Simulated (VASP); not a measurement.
A run of VASP 6.6.1 is set up as follows.

Contents of INCAR:

```
PREC = Accurate
ENCUT = 520
EDIFF = 1E-6
ISMEAR = 0
SIGMA = 0.05
LREAL = F
LASPH = T
NELM = 150
ALGO = Normal
ISIF = 2
LWAVE = F
LCHARG = F
ISPIN = 2
MAGMOM = 1.5 1.5 1.5 1.5
LORBIT = 11
LMAXMIX = 4
GGA = PE
NBANDS = 30
```

KPOINTS

```
Automatic mesh
0
Gamma
  16 16 4
```

POSCAR

```
Co
1.0
    2.4937131673      0.0000000000      0.0000000000
   -1.2468565837      2.1596189527      0.0000000000
    0.0000000000      0.0000000000      8.0601803677
Co
4
Direct
    0.3333333333      0.6666666667      0.1250000000
    0.6666666667      0.3333333333      0.3750000000
    0.3333333333      0.6666666667      0.6250000000
    0.6666666667      0.3333333333      0.8750000000
```

Potentials or basis: VASP PAW PBE potentials, release 64 (Co).

Command:

```bash
$ cat potpaw_PBE.64/Co/POTCAR > POTCAR
$ mpirun -np 1 vasp_std > vasp.out
```

(1) Predict the site moments.

(2) What does it give for the pressure?

Answers

(1) Co +1.60 μB.

(2) -1.1 GPa.
